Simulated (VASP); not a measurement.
# WSe2 (P-6m2) in VASP: a series of runs

WSe2 is run at these levels: PBE, LDA; tasks: single point.

All numbers are computed with VASP 6.6.1; they aren't measurements. Logs are shortened: lines on timing, memory, paths and dates and some standing lists are left out, and cuts for length are marked.

## Step 1: The cell of the first run

It takes space group P-6m2 (No. 187, hexagonal). Conventional cell: a = 3.297 Å, b = 3.297 Å, c = 7.184 Å, α = 90.00°, β = 90.00°, γ = 120.00°. Within 3.3 Å of W (site symmetry -6m2) lie 6 Se at 2.53 Å and 6 W at 3.30 Å. Se (site symmetry 3m) has 3 W at 2.53 Å and 6 Se at 3.30 Å within 3.3 Å.

## Step 2: Single point, PBE

INCAR

```
ALGO = Normal ; EDIFF = 1E-7
ENCUT = 520 ; GGA = PE
ISIF = 2 ; ISMEAR = 0
LASPH = True ; LCHARG = False
LREAL = False ; LWAVE = False
NBANDS = 20 ; NELM = 60
PREC = Accurate ; SIGMA = 0.01
```

KPOINTS

```
k-points
0
Gamma
  6 6 2
```

POSCAR

```
WSe2
1.0
    3.2972127305      0.0000000000      0.0000000000
   -1.6486063653      2.8554699863      0.0000000000
    0.0000000000      0.0000000000      7.1842669523
W Se
1 2
Direct
    0.0000000000      0.0000000000      0.0000000000
    0.3333333333      0.6666666667      0.2319181144
    0.3333333333      0.6666666667      0.7680818856
```

Potentials or basis: VASP PAW PBE potentials, release 64 (W_sv, Se).

Started as:

```console
cat potpaw_PBE.64/W_sv/POTCAR potpaw_PBE.64/Se/POTCAR > POTCAR
mpirun -np 1 vasp_std > vasp.out
```

OUTCAR:

```text
EDIFF = 1E-7
   ENCUT = 520
   GGA = PE
   ISIF = 2
   ISMEAR = 0
   LASPH = True
   LREAL = False
   NELM = 60
   PREC = Accurate

 ion  position               nearest neighbor table
   1  0.000  0.000  0.000-   2 2.53   3 2.53   2 2.53   3 2.53   2 2.53   3 2.53
   2  0.333  0.667  0.232-   1 2.53   1 2.53   1 2.53
   3  0.333  0.667  0.768-   1 2.53   1 2.53   1 2.53

  LATTYP: Found a hexagonal cell.
 ALAT       =     3.2972127305
 C/A-ratio  =     2.1788909420

  Lattice vectors:

 A1 = (   3.2972127305,   0.0000000000,   0.0000000000)
 A2 = (  -1.6486063653,   2.8554699863,   0.0000000000)
 A3 = (   0.0000000000,   0.0000000000,   7.1842669523)

Analysis of symmetry for initial positions (statically):
=====================================================================
 Subroutine PRICEL returns:
 Original cell was already a primitive cell.

 Routine SETGRP: Setting up the symmetry group for a
 hexagonal supercell.

 Subroutine GETGRP returns: Found 12 space group operations
 (whereof 12 operations were pure point group operations)
 out of a pool of 24 trial point group operations.

The static configuration has the point symmetry D_3h.

Analysis of symmetry for dynamics (positions and initial velocities):
=====================================================================
 Subroutine PRICEL returns:
 Original cell was already a primitive cell.

 Routine SETGRP: Setting up the symmetry group for a
 hexagonal supercell.

 Subroutine GETGRP returns: Found 12 space group operations
 (whereof 12 operations were pure point group operations)
 out of a pool of 24 trial point group operations.

The dynamic configuration has the point symmetry D_3h.

 Subroutine INISYM returns: Found 12 space group operations
 (whereof 12 operations are pure point group operations),
 and found     1 'primitive' translations

----------------------------------------------------------------------------------------

                                     Primitive cell

  volume of cell :      67.6405

  direct lattice vectors                    reciprocal lattice vectors
     3.297212731  0.000000000  0.000000000     0.303286467  0.175102523  0.000000000
    -1.648606365  2.855469986  0.000000000     0.000000000  0.350205047  0.000000000
     0.000000000  0.000000000  7.184266952     0.000000000  0.000000000  0.139193046

  length of vectors
     3.297212731  3.297212731  7.184266952     0.350205047  0.350205047  0.139193046

  position of ions in fractional coordinates (direct lattice)
     0.000000000  0.000000000  0.000000000
     0.333333333  0.666666667  0.231918114
     0.333333333  0.666666667  0.768081886

  ion indices of the primitive-cell ions
   primitive index   ion index
                 1           1
                 2           2
                 3           3

----------------------------------------------------------------------------------------

 KPOINTS: k-points

Automatic generation of k-mesh.
 Grid dimensions read from file:
 generate k-points for:    6    6    2

 Generating k-lattice:

  Cartesian coordinates                     Fractional coordinates (reciprocal lattice)
     0.050547745  0.029183754  0.000000000     0.166666667  0.000000000  0.000000000
     0.000000000  0.058367508  0.000000000     0.000000000  0.166666667  0.000000000
     0.000000000  0.000000000  0.069596523     0.000000000  0.000000000  0.500000000

  Length of vectors
     0.058367508  0.058367508  0.069596523

  Shift w.r.t. Gamma in fractional coordinates (k-lattice)
     0.000000000  0.000000000  0.000000000

 Subroutine IBZKPT returns following result:
 ===========================================

 Found     14 irreducible k-points:

 Following reciprocal coordinates:
            Coordinates               Weight
  0.000000  0.000000  0.000000      1.000000
  0.166667 -0.000000  0.000000      6.000000
  0.333333 -0.000000  0.000000      6.000000
  0.500000 -0.000000  0.000000      3.000000
  0.166667  0.166667  0.000000      6.000000
  0.333333  0.166667  0.000000     12.000000
  0.333333  0.333333  0.000000      2.000000
  0.000000  0.000000  0.500000      1.000000
  0.166667 -0.000000  0.500000      6.000000
  0.333333 -0.000000  0.500000      6.000000
  0.500000 -0.000000  0.500000      3.000000
  0.166667  0.166667  0.500000      6.000000
  0.333333  0.166667  0.500000     12.000000
  0.333333  0.333333  0.500000      2.000000
   k-points           NKPTS =     14   k-points in BZ     NKDIM =     14   number of bands    NBANDS=     20
   number of dos      NEDOS =    301   number of ions     NIONS =      3
   total plane-waves  NPLWV =  42336
   dimension x,y,z NGX =    28 NGY =   28 NGZ =   54
   dimension x,y,z NGXF=    56 NGYF=   56 NGZF=  108
   ions per type =               1   2
   NGX,Y,Z   is equivalent  to a cutoff of  14.12, 14.12, 12.50 a.u.
   NGXF,Y,Z  is equivalent  to a cutoff of  28.24, 28.24, 24.99 a.u.
 SYSTEM =  unknown system
   PREC   = accura    normal or accurate (medium, high low for compatibility)
   ISTART =      0    job   : 0-new  1-cont  2-samecut
   ICHARG =      2    charge: 1-file 2-atom 10-const
   ISPIN  =      1    spin polarized calculation?
   LNONCOLLINEAR =      F non collinear calculations
   LSORBIT =      F    spin-orbit coupling
   LASPH  =      T    aspherical Exc in radial PAW
   ENCUT  =  520.0 eV  38.22 Ry    6.18 a.u.   6.13  6.13 13.36*2*pi/ulx,y,z
   NELM   =     60;   NELMIN=  2; NELMDL= -5     # of ELM steps
   EDIFF  = 0.1E-06   stopping-criterion for ELM
   LREAL  =      F    real-space projection
   EDIFFG = 0.1E-05   stopping-criterion for IOM
   NSW    =      0    number of steps for IOM
   IBRION =     -1    ionic relax: 0-MD 1-quasi-New 2-CG
   NFREE  =      0    steps in history (QN), initial steepest desc. (CG)
   ISIF   =      2    stress and relaxation
   ISYM   =      2    0-nonsym 1-usesym 2-fastsym
   POTIM  = 0.5000    time-step for ionic-motion
   TEBEG  =    0.0;   TEEND  =   0.0 temperature during run
   PSTRESS=    0.0 pullay stress
   NELECT =      26.0000    total number of electrons
   NUPDOWN=      -1.0000    fix difference up-down
   EMIN   =  10.00;   EMAX   =-10.00  energy-range for DOS
   EFERMI =   0.00;   METHOD = LEGACY
   ISMEAR =     0;   SIGMA  =   0.01  broadening in eV -4-tet -1-fermi 0-gaus
   EFERMI_NEDOS =   21; number of points for ismear=-14 and -15
   IALGO  =     38    algorithm
   IMIX   =      4    mixing-type and parameters
     AMIX     =   0.40;   BMIX     =  1.00
     AMIX_MAG =   1.60;   BMIX_MAG =  1.00
  volume/ion in A,a.u.               =      22.55       152.15
  Fermi-wavevector in a.u.,A,eV,Ry     =   1.190320  2.249378 19.277563  1.416861
  Thomas-Fermi vector in A             =   2.326407
   LORBIT       =      0    0 simple, 1 ext, 2 COOP (PROOUT), +10 PAW based schemes
   GGA     = PE    functional components
   LHFCALC =     F    Hartree Fock is set to
   AEXX    =    0.0000 exact exchange contribution
   IVDW    =     0    specifies the selected vdW correction
   LEPSILON=     F    determine dielectric tensor
   LRPA    =     F    only Hartree local field effects (RPA)
 non-spin polarized calculation
 Gauss-broadening in eV      SIGMA  =   0.01
  energy-cutoff  :      520.00
  volume of cell :       67.64
 maximum number of plane-waves:      1848
 NGX is ok and might be reduce to    28
   NGX = 13   NGY = 13   NGZ = 27

 number of electron      25.9999999 magnetization

 Free energy of the ion-electron system (eV)
  ---------------------------------------------------
  ext. energy  EPLUGINS =         0.00000000
  ---------------------------------------------------
  free energy    TOTEN  =       -21.57774088 eV

  energy without entropy =      -21.57774088  energy(sigma->0) =      -21.57774088

 E-fermi :   5.1321     XC(G=0):  -9.9711

 val. band max:        4.9253340253   @ k =   0.0000   0.0000   0.5000
 cond. band min:       6.2981533205   @ k =   0.1667   0.1667   0.0000
 fundamental gap:      1.3728192952
 Fermi energy:         5.1320787910

 k-point     1 :       0.0000    0.0000    0.0000
  band No.  band energies     occupation
      1     -69.1724      2.00000
      2     -33.4179      2.00000
      3     -33.2959      2.00000
      4     -33.2959      2.00000
      5      -9.9989      2.00000
      6      -8.6173      2.00000
[... 12 lines left out ...]
     19      12.1281      0.00000
     20      13.2325      0.00000

 k-point     2 :       0.1667   -0.0000    0.0000
  band No.  band energies     occupation
      1     -69.1699      2.00000
      2     -33.4069      2.00000
      3     -33.3535      2.00000
      4     -33.3094      2.00000
      5      -9.5962      2.00000
      6      -8.4229      2.00000
[... 12 lines left out ...]
     19      13.0404      0.00000
     20      13.8395      0.00000

 k-point     3 :       0.3333   -0.0000    0.0000
  band No.  band energies     occupation
      1     -69.1649      2.00000
      2     -33.4668      2.00000
      3     -33.3847      2.00000
      4     -33.3363      2.00000
      5      -8.6312      2.00000
      6      -7.9696      2.00000
[... 12 lines left out ...]
     19      11.7070      0.00000
     20      12.9252      0.00000

 k-point     4 :       0.5000   -0.0000    0.0000
  band No.  band energies     occupation
      1     -69.1624      2.00000
      2     -33.5225      2.00000
      3     -33.3736      2.00000
      4     -33.3497      2.00000
      5      -8.0072      2.00000
      6      -7.6967      2.00000
[... 199 lines left out ...]
 k-point    13 :       0.3333    0.1667    0.5000
  band No.  band energies     occupation
      1     -69.1625      2.00000
      2     -33.4942      2.00000
      3     -33.3788      2.00000
      4     -33.3737      2.00000
      5      -7.9730      2.00000
      6      -7.7652      2.00000
[... 12 lines left out ...]
     19      12.4936      0.00000
     20      13.5376      0.00000

 k-point    14 :       0.3333    0.3333    0.5000
  band No.  band energies     occupation
      1     -69.1612      2.00000
      2     -33.4662      2.00000
      3     -33.4421      2.00000
      4     -33.3681      2.00000
      5      -7.6513      2.00000
      6      -7.5966      2.00000
[... 12 lines left out ...]
     19      11.8710      0.00000
     20      12.6795      0.00000

------------------------ aborting loop because EDIFF is reached ----------------------------------------

  FORCE on cell =-STRESS in cart. coord.  units (eV):
  Direction    XX          YY          ZZ          XY          YZ          ZX
  --------------------------------------------------------------------------------------
  -------------------------------------------------------------------------------------
  Total        1.1881346      1.1881346      1.9005539     -0.0000000      0.0000000      0.0000000
  in kB       28.1429227     28.1429227     45.0177452     -0.0000000      0.0000000      0.0000000
  external PRESSURE =      33.7678635 kB  Pullay stress =       0.0000000 kB

 VOLUME and BASIS-vectors are now :
 -----------------------------------------------------------------------------
  energy-cutoff  :      520.00
  volume of cell :       67.64
      direct lattice vectors                 reciprocal lattice vectors
     3.297212731  0.000000000  0.000000000     0.303286467  0.175102523  0.000000000
    -1.648606365  2.855469986  0.000000000     0.000000000  0.350205047  0.000000000
     0.000000000  0.000000000  7.184266952     0.000000000  0.000000000  0.139193046

 POSITION                                       TOTAL-FORCE (eV/Angst)
 -----------------------------------------------------------------------------------
      0.00000      0.00000      0.00000        -0.000000      0.000000      0.000000
     -0.00000      1.90365      1.66616         0.000000      0.000000      0.339953
     -0.00000      1.90365      5.51811        -0.000000     -0.000000     -0.339953
 -----------------------------------------------------------------------------------
    total drift:                                0.000000     -0.000000     -0.000000

  FREE ENERGIE OF THE ION-ELECTRON SYSTEM (eV)
  ---------------------------------------------------
  free  energy   TOTEN  =       -21.5777408833 eV

  energy  without entropy=      -21.5777408833  energy(sigma->0) =      -21.57774088
```

Run time: 63 s. Hardware: 1 thread of AMD EPYC 7R13, shared host; peak memory 0.17 GiB.

What came out:

```
Free energy            : -21.5777 eV
Pressure               : 3.4 GPa
Largest force          : 0.340 eV/Å
Band gap on the k mesh : 1.37 eV, indirect (least direct gap 1.55 eV)
```

Forces on the atoms (eV/Å):
```
W    0.000  0.000  0.000
Se   0.000  0.000  0.340
Se   0.000  0.000 -0.340
```

Levels at points of the mesh, in eV from the valence-band top:
```csv
k point,band 11,band 12,band 13,band 14,band 15,band 16
"(0.00, 0.00, 0.00)",-1.31,-1.31,-0.74,2.93,2.93,3.06
"(0.50, 0.00, 0.00)",-1.88,-1.22,-1.04,2.35,2.59,3.95
"(0.00, 0.00, 0.50)",-1.33,-1.33,0.00,2.87,2.87,3.14
"(0.50, 0.00, 0.50)",-2.56,-0.98,-0.93,2.36,2.81,3.33
```

Caveat: the k points lie up to 0.44 Å⁻¹ apart; spin-orbit coupling is left out, which moves the levels of the heavy elements; this functional lacks dispersion, which binds the layers, so the pressure and a relaxed spacing across them are unreliable.

## Step 3: Single point, LDA

INCAR

```
PREC = Accurate
ENCUT = 520
EDIFF = 1E-6
ISMEAR = 0
SIGMA = 0.01
LREAL = F
LASPH = T
NELM = 100
ALGO = Normal
ISIF = 2
LWAVE = F
LCHARG = T
LELF = T
LVHAR = T
NBANDS = 20
```

KPOINTS

```
regular mesh
0
Gamma
  6 6 2
```

POSCAR is that of step 2.

Potentials or basis: VASP PAW LDA potentials, release 64 (W_sv, Se).

Started as:

```console
cat potpaw_LDA.64/W_sv/POTCAR potpaw_LDA.64/Se/POTCAR > POTCAR
mpirun -np 1 vasp_std > vasp.out
```

Wall time 57 s (1 thread of AMD EPYC 7R13, shared host); peak memory 0.14 GiB.

The run converged. Its results:

- Free energy: -24.1411 eV
- Pressure: -3.0 GPa
- Largest force: 0.237 eV/Å
- Band gap on the k mesh: 1.30 eV, indirect (least direct gap 1.54 eV)

Forces on the atoms (eV/Å):
```
W    0.000  0.000  0.000
Se   0.000  0.000 -0.237
Se   0.000  0.000  0.237
```

Stress tensor (GPa, compression positive):
```
-3.57  0.00  0.00
 0.00 -3.57  0.00
 0.00  0.00 -1.79
```

Levels at points of the mesh, in eV from the valence-band top:
| k point | band 10 | band 11 | band 12 | band 13 | band 14 | band 15 | band 16 | band 17 |
| --- | --- | --- | --- | --- | --- | --- | --- | --- |
| (0.00, 0.00, 0.00) | -1.50 | -1.31 | -1.31 | -0.78 | 2.92 | 2.92 | 3.06 | 3.06 |
| (0.50, 0.00, 0.00) | -3.08 | -1.84 | -1.19 | -1.00 | 2.31 | 2.53 | 3.88 | 4.01 |
| (0.00, 0.00, 0.50) | -2.46 | -1.33 | -1.33 | 0.00 | 2.86 | 2.86 | 3.14 | 3.14 |
| (0.50, 0.00, 0.50) | -3.10 | -2.53 | -0.94 | -0.88 | 2.32 | 2.77 | 3.24 | 4.28 |

Caveat: the k points lie up to 0.44 Å⁻¹ apart; spin-orbit coupling is left out, which moves the levels of the heavy elements. A hybrid or GW would open this gap; LDA tends to underestimate it.

## Step 4: Single point, PBE

INCAR

```
SYSTEM = WSe2
PREC = Accurate
ENCUT = 520
EDIFF = 1E-6
ISMEAR = 0
SIGMA = 0.01
LREAL = .FALSE.
LASPH = .TRUE.
NELM = 60
ALGO = Normal
ISIF = 2
LWAVE = .FALSE.
LCHARG = .FALSE.
GGA = PE
NBANDS = 20
```

KPOINTS

```
regular mesh
0
G
  6 6 2
  0 0 0
```

POSCAR is that of step 3.

Potentials or basis: VASP PAW PBE potentials, release 64 (W_sv, Se).

Started as:

```console
cat potpaw_PBE.64/W_sv/POTCAR potpaw_PBE.64/Se/POTCAR > POTCAR
mpirun -np 1 vasp_std > vasp.out
```

Run time: 62 s. Hardware: 1 thread of AMD EPYC 7R13, shared host; peak memory 0.17 GiB.

The run converged. Its results:

```
Free energy            : -21.5777 eV
Pressure               : 3.4 GPa
Largest force          : 0.340 eV/Å
Band gap on the k mesh : 1.37 eV, indirect (least direct gap 1.55 eV)
```

Forces on the atoms (eV/Å):
```
W    0.000  0.000  0.000
Se   0.000  0.000  0.340
Se   0.000  0.000 -0.340
```

Stress tensor (GPa, compression positive):
```
2.81 0.00 0.00
0.00 2.81 0.00
0.00 0.00 4.50
```

Levels at points of the mesh, in eV from the valence-band top:
```csv
k point,band 9,band 10,band 11,band 12,band 13,band 14,band 15,band 16,band 17,band 18
"(0.00, 0.00, 0.00)",-2.46,-1.54,-1.31,-1.31,-0.74,2.93,2.93,3.06,3.06,4.49
"(0.50, 0.00, 0.00)",-4.46,-3.08,-1.88,-1.22,-1.04,2.35,2.59,3.95,4.05,4.48
"(0.00, 0.00, 0.50)",-2.46,-2.46,-1.33,-1.33,0.00,2.87,2.87,3.14,3.14,5.20
"(0.50, 0.00, 0.50)",-4.13,-3.11,-2.56,-0.98,-0.93,2.36,2.81,3.33,4.30,4.81
```

Caveat: the k points lie up to 0.44 Å⁻¹ apart; spin-orbit coupling is left out, which moves the levels of the heavy elements; this functional lacks dispersion, which binds the layers, so the pressure and a relaxed spacing across them are unreliable.
